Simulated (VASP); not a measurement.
A run of VASP 6.6.1:

INCAR

```
PREC = Accurate
ENCUT = 600
EDIFF = 1E-7
ISMEAR = 0
SIGMA = 0.1
LREAL = F
LASPH = T
NELM = 60
ALGO = Normal
ISIF = 3
LWAVE = F
LCHARG = F
GGA = PE
IBRION = 2
NSW = 90
EDIFFG = -0.04
```

Contents of KPOINTS:

```
regular mesh
0
Gamma
  4 4 6
```

POSCAR

```
Ta2Si4B
1.0
    5.8096876407      0.0000000000      0.0000000000
    0.0000000000      5.8096876407      0.0000000000
    0.0000000000      0.0000000000      3.3788559919
Ta Si B
2 4 1
Direct
    0.5000000000      0.0000000000      0.5000000000
    0.0000000000      0.5000000000      0.5000000000
    0.2332300000      0.2332300000      0.0000000000
    0.7667700000      0.2332300000      0.0000000000
    0.7667700000      0.7667700000      0.0000000000
    0.2332300000      0.7667700000      0.0000000000
    0.0000000000      0.0000000000      0.0000000000
```

Potentials or basis: VASP PAW PBE potentials, release 64 (Ta_pv, Si, B).

Command:

```console
$ cat potpaw_PBE.64/Ta_pv/POTCAR potpaw_PBE.64/Si/POTCAR potpaw_PBE.64/B/POTCAR > POTCAR
$ mpirun -np 1 vasp_std > vasp.out
```

Hardware: 1 thread of Intel(R) Xeon(R) Platinum 8259CL CPU @ 2.50GHz (Skylake/Cascade Lake) (shared host).

How long does it take, and how much memory?

Run time: 13 min on 1 thread of Intel(R) Xeon(R) Platinum 8259CL CPU @ 2.50GHz (Skylake/Cascade Lake), with other jobs on the host, peak memory 0.3 GiB. Counts: scf iterations 74, k points 24, ion steps 7.
